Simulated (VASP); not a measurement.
# SiO2 (P6_322) in VASP: notebook

SiO2 is run at these levels: LDA; tasks: single point.

Program: VASP 6.6.1. These are calculated values, not measurements. Logs are shortened: lines on timing, memory, paths and dates and some standing lists are left out, and cuts for length are marked.

**1. The cell of the first run**

The structure is hexagonal, space group P6_322 (No. 182). The conventional cell has a = 4.865 Å, b = 4.865 Å, c = 8.693 Å, α = 90.00°, β = 90.00°, γ = 120.00°. Si (site symmetry 3) has 4 O at 1.59 to 1.62 Å within 2.1 Å. O (site symmetry 2) has 2 Si at 1.59 Å within 2.1 Å. O (site symmetry 32) has 2 Si at 1.62 Å within 2.2 Å.

**2. Single point, LDA (biaxial strain in the a-b plane: -3.0 %)**

The input, INCAR:

```
SYSTEM = SiO2
PREC     = Accurate       ! precision mode
ENCUT    = 520            ! plane-wave cutoff, eV
EDIFF    = 1E-7           ! SCF threshold, eV
ISMEAR   = 0              ! smearing method
SIGMA    = 0.02           ! smearing width, eV
LREAL    = .False.        ! projectors in reciprocal space
LASPH    = .True.         ! aspherical terms in the spheres
NELM     = 60             ! most SCF steps
ALGO     = Normal         ! electronic algorithm
ISIF     = 2              ! what is computed and relaxed
LWAVE    = .False.        ! write WAVECAR
LCHARG   = .False.        ! write CHGCAR
NBANDS   = 44             ! bands
```

The input, KPOINTS:

```
Automatic mesh
0
Gamma
  6 6 4
  0 0 0
```

The input, POSCAR:

```
SiO2
1.0
    4.8645547980      0.0000000000      0.0000000000
   -2.4322773990      4.2128280332      0.0000000000
    0.0000000000      0.0000000000      8.6931504028
Si O
4 8
Direct
    0.6666666667      0.3333333333      0.9364663920
    0.6666666667      0.3333333333      0.5635336080
    0.3333333333      0.6666666667      0.0635336080
    0.3333333333      0.6666666667      0.4364663920
    0.0000000000      0.3986082431      0.0000000000
    0.3986082431      0.3986082431      0.5000000000
    0.6013917569      0.0000000000      0.5000000000
    0.6013917569      0.6013917569      0.0000000000
    0.0000000000      0.6013917569      0.5000000000
    0.6666666667      0.3333333333      0.7500000000
    0.3333333333      0.6666666667      0.2500000000
    0.3986082431      0.0000000000      0.0000000000
```

Potentials or basis: VASP PAW LDA potentials, release 64 (Si, O).

On the command line:

```console
cat potpaw_LDA.64/Si/POTCAR potpaw_LDA.64/O/POTCAR > POTCAR
mpirun -np 1 vasp_std > vasp.out
```

OUTCAR:

```text
SYSTEM = SiO2
   PREC = Accurate
   ENCUT = 520
   EDIFF = 1E-7
   ISMEAR = 0
   LREAL = .False.
   LASPH = .True.
   NELM = 60
   ISIF = 2

 ion  position               nearest neighbor table
   1  0.667  0.333  0.936-   5 1.59  12 1.59   8 1.59  10 1.62   3 3.02   3 3.02   3 3.02
   2  0.667  0.333  0.564-   7 1.59   9 1.59   6 1.59  10 1.62   4 3.02   4 3.02   4 3.02
   3  0.333  0.667  0.064-  12 1.59   5 1.59   8 1.59  11 1.62   1 3.02   1 3.02   1 3.02
   4  0.333  0.667  0.436-   9 1.59   7 1.59   6 1.59  11 1.62   2 3.02   2 3.02   2 3.02
   5  0.000  0.399  0.000-   1 1.59   3 1.59
   6  0.399  0.399  0.500-   2 1.59   4 1.59
   7  0.601  0.000  0.500-   2 1.59   4 1.59
   8  0.601  0.601  0.000-   3 1.59   1 1.59
   9  0.000  0.601  0.500-   4 1.59   2 1.59
  10  0.667  0.333  0.750-   1 1.62   2 1.62
  11  0.333  0.667  0.250-   3 1.62   4 1.62
  12  0.399  0.000  0.000-   3 1.59   1 1.59

  LATTYP: Found a hexagonal cell.
 ALAT       =     4.8645547980
 C/A-ratio  =     1.7870392593

  Lattice vectors:

 A1 = (   4.8645547980,   0.0000000000,   0.0000000000)
 A2 = (  -2.4322773990,   4.2128280332,   0.0000000000)
 A3 = (   0.0000000000,   0.0000000000,   8.6931504028)

Analysis of symmetry for initial positions (statically):
=====================================================================
 Subroutine PRICEL returns:
 Original cell was already a primitive cell.

 Routine SETGRP: Setting up the symmetry group for a
 hexagonal supercell.

 Subroutine GETGRP returns: Found 12 space group operations
 (whereof  6 operations were pure point group operations)
 out of a pool of 24 trial point group operations.

The static configuration has the point symmetry D_3 .
 The point group associated with its full space group is D_6 .

Analysis of symmetry for dynamics (positions and initial velocities):
=====================================================================
 Subroutine PRICEL returns:
 Original cell was already a primitive cell.

 Routine SETGRP: Setting up the symmetry group for a
 hexagonal supercell.

 Subroutine GETGRP returns: Found 12 space group operations
 (whereof  6 operations were pure point group operations)
 out of a pool of 24 trial point group operations.

The dynamic configuration has the point symmetry D_3 .
 The point group associated with its full space group is D_6 .

 Subroutine INISYM returns: Found 12 space group operations
 (whereof  6 operations are pure point group operations),
 and found     1 'primitive' translations

----------------------------------------------------------------------------------------

                                     Primitive cell

  volume of cell :     178.1534

  direct lattice vectors                    reciprocal lattice vectors
     4.864554798  0.000000000  0.000000000     0.205568658  0.118685120  0.000000000
    -2.432277399  4.212828033  0.000000000     0.000000000  0.237370240  0.000000000
     0.000000000  0.000000000  8.693150403     0.000000000  0.000000000  0.115033095

  length of vectors
     4.864554798  4.864554798  8.693150403     0.237370240  0.237370240  0.115033095

  position of ions in fractional coordinates (direct lattice)
     0.666666667  0.333333333  0.936466392
     0.666666667  0.333333333  0.563533608
     0.333333333  0.666666667  0.063533608
     0.333333333  0.666666667  0.436466392
     0.000000000  0.398608243  0.000000000
     0.398608243  0.398608243  0.500000000
     0.601391757  0.000000000  0.500000000
     0.601391757  0.601391757  0.000000000
     0.000000000  0.601391757  0.500000000
     0.666666667  0.333333333  0.750000000
     0.333333333  0.666666667  0.250000000
     0.398608243  0.000000000  0.000000000

  ion indices of the primitive-cell ions
   primitive index   ion index
                 1           1
                 2           2
                 3           3
                 4           4
                 5           5
                 6           6
                 7           7
                 8           8
                 9           9
                10          10
                11          11
                12          12

----------------------------------------------------------------------------------------

 KPOINTS: Automatic mesh

Automatic generation of k-mesh.
 Grid dimensions read from file:
 generate k-points for:    6    6    4

 Generating k-lattice:

  Cartesian coordinates                     Fractional coordinates (reciprocal lattice)
     0.034261443  0.019780853  0.000000000     0.166666667  0.000000000  0.000000000
     0.000000000  0.039561707  0.000000000     0.000000000  0.166666667  0.000000000
     0.000000000  0.000000000  0.028758274     0.000000000  0.000000000  0.250000000

  Length of vectors
     0.039561707  0.039561707  0.028758274

  Shift w.r.t. Gamma in fractional coordinates (k-lattice)
     0.000000000  0.000000000  0.000000000

 Subroutine IBZKPT returns following result:
[... 64 lines left out ...]
 non-spin polarized calculation
 Gauss-broadening in eV      SIGMA  =   0.02
  energy-cutoff  :      520.00
  volume of cell :      178.15
 maximum number of plane-waves:      4833
   NGX = 19   NGY = 19   NGZ = 33

 number of electron      63.9999998 magnetization

 Free energy of the ion-electron system (eV)
  ---------------------------------------------------
  ext. energy  EPLUGINS =         0.00000000
  ---------------------------------------------------
  free energy    TOTEN  =      -103.50026161 eV

  energy without entropy =     -103.50026161  energy(sigma->0) =     -103.50026161

 E-fermi :  -0.2083     XC(G=0):  -8.7000

 val. band max:       -0.3143478517   @ k =   0.0000   0.0000   0.2500
 cond. band min:       5.1725743937   @ k =   0.0000   0.0000   0.0000
 fundamental gap:      5.4869222454
 Fermi energy:        -0.2082964636

 k-point     1 :       0.0000    0.0000    0.0000
  band No.  band energies     occupation
      1     -19.7646      2.00000
      2     -19.4720      2.00000
      3     -17.8754      2.00000
      4     -17.5466      2.00000
      5     -17.5466      2.00000
      6     -17.5374      2.00000
[... 36 lines left out ...]
     43      11.5648      0.00000
     44      11.5649      0.00000

 k-point     2 :       0.1667    0.0000    0.0000
  band No.  band energies     occupation
      1     -19.6757      2.00000
      2     -19.3785      2.00000
      3     -18.0489      2.00000
      4     -17.6871      2.00000
      5     -17.5589      2.00000
      6     -17.5498      2.00000
[... 36 lines left out ...]
     43      10.8683      0.00000
     44      11.2873      0.00000

 k-point     3 :       0.3333    0.0000    0.0000
  band No.  band energies     occupation
      1     -19.4365      2.00000
      2     -19.1258      2.00000
      3     -18.4080      2.00000
      4     -18.0474      2.00000
      5     -17.5832      2.00000
      6     -17.5745      2.00000
[... 36 lines left out ...]
     43      10.9190      0.00000
     44      10.9821      0.00000

 k-point     4 :       0.5000   -0.0000    0.0000
  band No.  band energies     occupation
      1     -19.2305      2.00000
      2     -18.9060      2.00000
      3     -18.6646      2.00000
      4     -18.3191      2.00000
      5     -17.5952      2.00000
      6     -17.5868      2.00000
[... 741 lines left out ...]
     43      10.7095      0.00000
     44      10.7095      0.00000

 k-point    20 :       0.3333    0.1667    0.5000
  band No.  band energies     occupation
      1     -19.1185      2.00000
      2     -19.1185      2.00000
      3     -18.4335      2.00000
      4     -18.4335      2.00000
      5     -17.6031      2.00000
      6     -17.6031      2.00000
[... 36 lines left out ...]
     43      10.6148      0.00000
     44      10.6148      0.00000

 k-point    21 :       0.3333    0.3333    0.5000
  band No.  band energies     occupation
      1     -18.9492      2.00000
      2     -18.9492      2.00000
      3     -18.6200      2.00000
      4     -18.6200      2.00000
      5     -17.6215      2.00000
      6     -17.6215      2.00000
[... 36 lines left out ...]
     43      10.5445      0.00000
     44      10.5445      0.00000

------------------------ aborting loop because EDIFF is reached ----------------------------------------

  FORCE on cell =-STRESS in cart. coord.  units (eV):
  Direction    XX          YY          ZZ          XY          YZ          ZX
  --------------------------------------------------------------------------------------
  -------------------------------------------------------------------------------------
  Total        8.3550263      8.3550263     -3.9560863     -0.0000000      0.0000000      0.0000000
  in kB       75.1388213     75.1388213    -35.5780645     -0.0000000      0.0000000      0.0000000
  external PRESSURE =      38.2331927 kB  Pullay stress =       0.0000000 kB

 VOLUME and BASIS-vectors are now :
 -----------------------------------------------------------------------------
  energy-cutoff  :      520.00
  volume of cell :      178.15
      direct lattice vectors                 reciprocal lattice vectors
     4.864554798  0.000000000  0.000000000     0.205568658  0.118685120  0.000000000
    -2.432277399  4.212828033  0.000000000     0.000000000  0.237370240  0.000000000
     0.000000000  0.000000000  8.693150403     0.000000000  0.000000000  0.115033095

 POSITION                                       TOTAL-FORCE (eV/Angst)
 -----------------------------------------------------------------------------------
      2.43228      1.40428      8.14084         0.000000      0.000000     -1.312305
      2.43228      1.40428      4.89888         0.000000      0.000000      1.312305
     -0.00000      2.80855      0.55231         0.000000      0.000000      1.312305
     -0.00000      2.80855      3.79427         0.000000      0.000000     -1.312305
     -0.96953      1.67927      0.00000         0.241620     -0.418499      0.000000
      0.96953      1.67927      4.34658        -0.241620     -0.418499      0.000000
      2.92550      0.00000      4.34658         0.483241      0.000000      0.000000
      1.46275      2.53356      0.00000         0.241620      0.418499     -0.000000
     -1.46275      2.53356      4.34658        -0.241620      0.418499     -0.000000
      2.43228      1.40428      6.51986         0.000000      0.000000      0.000000
     -0.00000      2.80855      2.17329         0.000000      0.000000      0.000000
      1.93905      0.00000      0.00000        -0.483241      0.000000     -0.000000
 -----------------------------------------------------------------------------------
    total drift:                               -0.000000      0.000000      0.000000

  FREE ENERGIE OF THE ION-ELECTRON SYSTEM (eV)
  ---------------------------------------------------
  free  energy   TOTEN  =      -103.5002616083 eV

  energy  without entropy=     -103.5002616083  energy(sigma->0) =     -103.50026161
```

Run time: 4 min. Hardware: 1 thread of Intel Xeon 8259CL, shared host; peak memory 0.29 GiB.

What came out:

* Free energy: -103.5003 eV
* Pressure: 3.8 GPa
* Largest force: 1.312 eV/Å
* Band gap on the k mesh: 5.49 eV (least direct gap 5.57 eV)

Forces in eV/Å, atoms in the order of the input:
```
Si   0.000  0.000 -1.312
Si   0.000  0.000  1.312
Si   0.000  0.000  1.312
Si   0.000  0.000 -1.312
O    0.242 -0.418  0.000
O   -0.242 -0.418  0.000
O    0.483  0.000  0.000
O    0.242  0.418  0.000
O   -0.242  0.418  0.000
O    0.000  0.000  0.000
O    0.000  0.000  0.000
O   -0.483  0.000  0.000
```

Levels at points of the mesh, in eV from the valence-band top:
```csv
k point,band 28,band 29,band 30,band 31,band 32,band 33,band 34,band 35,band 36,band 37
"(0.00, 0.00, 0.00)",-1.09,-0.83,-0.83,-0.08,-0.08,5.49,8.00,8.10,8.86,9.40
"(0.50, 0.00, 0.00)",-1.22,-0.98,-0.75,-0.67,-0.07,7.84,8.30,8.60,9.01,9.06
"(0.00, 0.00, 0.50)",-1.12,-0.68,-0.68,-0.17,-0.17,6.31,6.31,9.08,9.08,9.61
"(0.50, 0.00, 0.50)",-1.14,-0.75,-0.75,-0.40,-0.40,8.21,8.21,8.54,8.54,9.13
```

Caveat: the cell differs from its parent crystal (biaxial strain in the a-b plane: -3.0 %); the cell stands under pressure; forces of over 1 eV/Å act on the atoms, so gaps and moduli don't describe the material at rest. A k mesh can miss the band edges.

**3. Single point, LDA (biaxial strain in the a-b plane: -1.5 %, then relaxed in part)**

The input, INCAR:

```
  PREC = Accurate
  ENCUT = 520
  EDIFF = 1E-6
  ISMEAR = 0
  SIGMA = 0.02
  LREAL = F
  LASPH = T
  NELM = 80
  ALGO = Normal
  ISIF = 2
  LWAVE = F
  LCHARG = T
  LELF = T
  LVHAR = T
  NBANDS = 44
```

The input, KPOINTS:

```
Automatic mesh
0
Gamma
  6 6 4
```

POSCAR: that of step 2 with these lines changed.

```diff
@@ -2,5 +2,5 @@
 1.0
-    4.8645547980      0.0000000000      0.0000000000
-   -2.4322773990      4.2128280332      0.0000000000
-    0.0000000000      0.0000000000      8.6931504028
+    4.9397798722      0.0000000000      0.0000000000
+   -2.4698899361      4.2779748585      0.0000000000
+    0.0000000000      0.0000000000      8.5650965014
 Si O
```

Potentials or basis: VASP PAW LDA potentials, release 64 (Si, O).

On the command line:

```console
cat potpaw_LDA.64/Si/POTCAR potpaw_LDA.64/O/POTCAR > POTCAR
mpirun -np 1 vasp_std > vasp.out
```

Run time: 4.8 min. Hardware: 1 thread of Intel Xeon 8259CL, shared host; peak memory 0.3 GiB.

It converged, with:

| Property | Result |
| --- | --- |
| Free energy | -103.6797 eV |
| Pressure | 1.0 GPa |
| Largest force | 0.029 eV/Å |
| Band gap on the k mesh | 5.44 eV (least direct gap 5.52 eV) |

Forces in eV/Å, atoms in the order of the input:
```
Si   0.000  0.000 -0.022
Si   0.000  0.000  0.022
Si   0.000  0.000  0.022
Si   0.000  0.000 -0.022
O    0.014 -0.025  0.000
O   -0.014 -0.025  0.000
O    0.029  0.000  0.000
O    0.014  0.025  0.000
O   -0.014  0.025  0.000
O    0.000  0.000  0.000
O    0.000  0.000  0.000
O   -0.029  0.000  0.000
```

Stress tensor (GPa, compression positive):
```
1.31 0.00 0.00
0.00 1.31 0.00
0.00 0.00 0.51
```

Levels at points of the mesh, in eV from the valence-band top:
```
           k point  band 28  band 29  band 30  band 31  band 32  band 33  band 34  band 35  band 36  band 37
(0.00, 0.00, 0.00)    -1.04    -0.79    -0.79    -0.08    -0.08     5.44     7.84     8.07     8.90     9.36
(0.50, 0.00, 0.00)    -1.29    -0.94    -0.76    -0.65    -0.07     7.76     8.26     8.62     9.03     9.05
(0.00, 0.00, 0.50)    -1.07    -0.67    -0.67    -0.17    -0.17     6.25     6.25     9.02     9.02     9.57
(0.50, 0.00, 0.50)    -1.14    -0.76    -0.76    -0.39    -0.39     8.17     8.17     8.48     8.48     9.14
```

Caveat: the cell differs from its parent crystal (biaxial strain in the a-b plane: -1.5 %, then relaxed in part). A k mesh can miss the band edges.

**4. Single point, LDA (biaxial strain in the a-b plane: -1.5 %)**

The input, INCAR:

```
SYSTEM = SiO2
PREC = Accurate ; ENCUT = 520
EDIFF = 1E-7 ; ISMEAR = 0
SIGMA = 0.02 ; LREAL = .False.
LASPH = .True. ; NELM = 100
ALGO = Normal ; ISIF = 2
LWAVE = .False. ; LCHARG = .False.
NBANDS = 44
```

The input, KPOINTS:

```
Automatic mesh
0
Gamma
  6 6 4
  0 0 0
```

The input, POSCAR:

```
SiO2
1.0
    4.9397798722      0.0000000000      0.0000000000
   -2.4698899361      4.2779748585      0.0000000000
    0.0000000000      0.0000000000      8.6162954385
Si O
4 8
Direct
    0.6666666667      0.3333333333      0.9370470931
    0.6666666667      0.3333333333      0.5629529069
    0.3333333333      0.6666666667      0.0629529069
    0.3333333333      0.6666666667      0.4370470931
    0.0000000000      0.4120635575      0.0000000000
    0.4120635575      0.4120635575      0.5000000000
    0.5879364425      0.0000000000      0.5000000000
    0.5879364425      0.5879364425      0.0000000000
    0.0000000000      0.5879364425      0.5000000000
    0.6666666667      0.3333333333      0.7500000000
    0.3333333333      0.6666666667      0.2500000000
    0.4120635575      0.0000000000      0.0000000000
```

On the command line:

```console
cat potpaw_LDA.64/Si/POTCAR potpaw_LDA.64/O/POTCAR > POTCAR
mpirun -np 1 vasp_std > vasp.out
```

Run time: 5 min. Hardware: 1 thread of Intel Xeon 8259CL, shared host; peak memory 0.3 GiB.

The run converged. Its results:

```
Free energy            : -103.5695 eV
Pressure               : 4.1 GPa
Largest force          : 1.068 eV/Å
Band gap on the k mesh : 5.48 eV (least direct gap 5.54 eV)
```

Forces on the atoms (eV/Å):
```
Si   0.000  0.000 -1.068
Si   0.000  0.000  1.068
Si   0.000  0.000  1.068
Si   0.000  0.000 -1.068
O    0.220 -0.382  0.000
O   -0.220 -0.382  0.000
O    0.441  0.000  0.000
O    0.220  0.382  0.000
O   -0.220  0.382  0.000
O    0.000  0.000  0.000
O    0.000  0.000  0.000
O   -0.441  0.000  0.000
```

Stress tensor (GPa, compression positive):
```
 6.85  0.00  0.00
 0.00  6.85  0.00
 0.00  0.00 -1.29
```

Levels at points of the mesh, in eV from the valence-band top:
```
           k point  band 28  band 29  band 30  band 31  band 32  band 33  band 34  band 35  band 36  band 37
(0.00, 0.00, 0.00)    -0.89    -0.89    -0.85    -0.06    -0.06     5.48     8.00     8.03     8.77     9.32
(0.50, 0.00, 0.00)    -1.22    -1.00    -0.77    -0.68    -0.04     7.83     8.17     8.60     9.10     9.19
(0.00, 0.00, 0.50)    -0.87    -0.68    -0.68    -0.20    -0.20     6.29     6.29     9.11     9.11     9.49
(0.50, 0.00, 0.50)    -1.14    -0.76    -0.76    -0.39    -0.39     8.22     8.22     8.44     8.44     9.19
```

Caveat: the cell differs from its parent crystal (biaxial strain in the a-b plane: -1.5 %); the cell stands under pressure; forces of over 1 eV/Å act on the atoms, so gaps and moduli don't describe the material at rest.

**5. Summary**

```tsv
cell	gap on the mesh (eV)	pressure (GPa)	largest force (eV/Å)
a = 4.865, b = 4.865, c = 8.693 Å, angles 90.0, 90.0, 120.0°, 12 atoms, atomic positions A	5.49	3.8	1.31
a = 4.940, b = 4.940, c = 8.565 Å, angles 90.0, 90.0, 120.0°, 12 atoms, atomic positions A	5.44	1.0	0.03
a = 4.940, b = 4.940, c = 8.616 Å, angles 90.0, 90.0, 120.0°, 12 atoms, atomic positions B	5.48	4.1	1.07
```

Alike in all rows: task single point; level LDA; potentials or basis VASP PAW LDA potentials, release 64 (Si, O); no spin polarisation; k mesh 6 × 6 × 4; cutoff (eV) 520; smearing gaussian 0.02 eV.

Caveats: the cell stands under pressure (at least some runs); forces of over 1 eV/Å act on the atoms, so gaps and moduli don't describe the material at rest (at least some runs).

Absolute energies hang on the potentials; compare differences alone.
